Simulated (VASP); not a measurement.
A run of VASP 6.6.1:

Contents of INCAR:

```
SYSTEM = Ba
ALGO = Normal ; EDIFF = 1E-7
EDIFFG = -0.005 ; ENCUT = 600
GGA = PS ; IBRION = 2
ISIF = 3 ; ISMEAR = -1
LASPH = .TRUE. ; LCHARG = .FALSE.
LREAL = .FALSE. ; LWAVE = .FALSE.
NELM = 80 ; NSW = 80
PREC = Accurate ; PSTRESS = 50.0
SIGMA = 0.05
```

Contents of KPOINTS:

```
k-points
0
G
  8 8 8
  0 0 0
```

The input POSCAR:

```
Ba
1.0
   -2.5065000000      2.5065000000      2.5065000000
    2.5065000000     -2.5065000000      2.5065000000
    2.5065000000      2.5065000000     -2.5065000000
Ba
1
Direct
    0.0000000000      0.0000000000      0.0000000000
```

Potentials or basis: VASP PAW PBE potentials, release 64 (Ba_sv).

Launch:

```sh
$ cat potpaw_PBE.64/Ba_sv/POTCAR > POTCAR
$ mpirun -np 1 vasp_std > vasp.out
```

Hardware: 1 thread of Intel Xeon 8259CL, with other jobs on the host.

**Question.** Estimate the wall time of this run.

**Answer.** It took 63 s on 1 thread of Intel Xeon 8259CL, with other jobs on the host, peak memory 0.22 GiB. Counts: scf iterations 38, k points 29, ion steps 4.
